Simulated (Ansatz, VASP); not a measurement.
Two plane-wave programs on Cu

```xyz
2
Lattice="1.2649 -2.1929 0.0000 1.2649 2.1929 0.0000 0.0000 0.0000 4.1301" Properties=species:S:1:pos:R:3 pbc="T T T"
Cu    1.2649   -0.7300    1.0325
Cu    1.2649    0.7300    3.0976
```

Alike in both runs: functional r2SCAN; k mesh 18 × 18 × 10; occupations gaussian, width 0.1 eV; no spin polarisation.

Ansatz relaxed the structure, and its values are those at the end. VASP's run is a single point on that final structure, the one shown.

|  | VASP | Ansatz |
| --- | --- | --- |
| version | VASP 6.6.1 | Ansatz 0.2.0 |
| potentials or method | VASP PAW PBE potentials, release 64 (Cu), cutoff 520 eV | scalar-relativistic, plane waves, PAW |
| valence electrons in the cell | 22 | 38 |

|  | VASP | Ansatz | Ansatz less VASP |
| --- | --- | --- | --- |
| gap on the k mesh at the Fermi level (eV) | none | none | - |
| pressure (GPa) | 0.7 | 0.0 | -0.71 |

VASP's potentials were made for PBE, not for r2SCAN. A gap of «none» marks a metal or a gap that the smearing closes. The functional is the same, so the differences come from potentials, cutoffs and numerics. VASP's potentials hold 22 valence electrons a cell and Ansatz's 38, so a difference there can come from the potentials and not from the codes.
